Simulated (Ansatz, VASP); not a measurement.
# Two plane-wave programs on ZnO

```xyz
2
Lattice="0.0000 2.2191 2.0433 2.2191 0.0000 2.0433 2.2191 2.2191 0.0000" Properties=species:S:1:pos:R:3 pbc="T T T"
Zn    0.0000    0.0000    0.0000
O     2.2191    2.2191    2.0433
```

Change from the starting cell: epitaxial_xy strain +4.0%.

Alike in both runs: task single point; functional PBE; k mesh 10 × 10 × 10; occupations fermi-dirac, width 0.02 eV; no spin polarisation.

|  | VASP | Ansatz |
| --- | --- | --- |
| version | VASP 6.6.1 | Ansatz 0.2.0 |
| potentials or method | VASP PAW PBE potentials, release 64 (Zn, O) | plane waves, PAW |
| plane-wave cutoff (eV) | 520 | 420 |
| valence electrons in the cell | 18 | 18 |

```csv
,VASP,Ansatz,Ansatz less VASP
pressure (GPa),4.3,3.2,-1.09
"traceless stress, the component that is largest in VASP (GPa)",5.75,5.12,-0.627
```

With one functional, cell and mesh, what is left measures potentials, basis and numerics.
